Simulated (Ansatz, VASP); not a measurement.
# One calculation of TiSi2, two programs

File INCAR:

```
SYSTEM = TiSi2
  PREC = Accurate
  ENCUT = 520
  EDIFF = 1E-6
  ISMEAR = 0
  SIGMA = 0.15
  LREAL = .False.
  LASPH = .True.
  NELM = 100
  ALGO = Normal
  ISIF = 2
  LWAVE = .False.
  LCHARG = .True.
  LELF = .True.
  LVHAR = .True.
  NBANDS = 17
```

Contents of KPOINTS:

```
regular mesh
0
Gamma
  18 18 18
  0 0 0
```

The input POSCAR:

```
TiSi2
1.0
   -1.4918812718      1.7290134802      4.2450369792
    1.4918812718     -1.7290134802      4.2450369792
    1.4918812718      1.7290134802     -4.2450369792
Ti Si
1 2
Direct
    0.0000000000      0.0000000000      0.0000000000
    0.3490558154      0.3490558154      0.0000000000
    0.6509441846      0.6509441846      0.0000000000
```

Input for Ansatz:

```yaml
crystal:
  lattice:
    - [-1.4918812718, 1.7290134802, 4.2450369792]
    - [1.4918812718, -1.7290134802, 4.2450369792]
    - [1.4918812718, 1.7290134802, -4.2450369792]
  atoms:
    - { symbol: Ti, position: [0.0, 0.0, 0.0] }
    - { symbol: Si, position: [0.3490558154, 0.3490558154, 0.0] }
    - { symbol: Si, position: [0.6509441846, 0.6509441846, 0.0] }
basis:
  ecutwfc: 520.0
kpoints:
  mp_grid: { grid: [18, 18, 18] }
hamiltonian:
  xc: lda
  pseudopotentials: { kind: paw, azcp: { folder: soft_1 } }
scf:
  occupations: { method: gaussian, width: 0.15 }
output:
  forces: true
  stress: true
  eigenvalues: true
```

Alike in both runs: task single point; functional LDA; k mesh 18 × 18 × 18; occupations gaussian, width 0.15 eV; no spin polarisation.

|  | VASP | Ansatz |
| --- | --- | --- |
| version | VASP 6.6.1 | Ansatz 0.2.0 |
| potentials or method | VASP PAW LDA potentials, release 64 (Ti_sv, Si), cutoff 520 eV | scalar-relativistic, plane waves, PAW |
| valence electrons in the cell | 20 | 20 |

|  | VASP | Ansatz | Ansatz less VASP |
| --- | --- | --- | --- |
| gap on the k mesh at the Fermi level (eV) | none | none | - |
| pressure (GPa) | -6.3 | -6.5 | -0.17 |
| traceless stress, the component that is largest in VASP (GPa) | 2.19 | 2.16 | -0.025 |
| rms of the force components (eV/Å) | 0.510 | 0.505 | -0.0052 |

Ansatz warns that its potentials were made for another functional, while VASP's fit it. LDA's correlation is that of Perdew and Zunger in VASP and of Perdew and Wang (1992) in Ansatz. Atom by atom the forces differ by 0.005 eV/Å (rms over components). A gap of «none» marks a metal or a gap that the smearing closes.
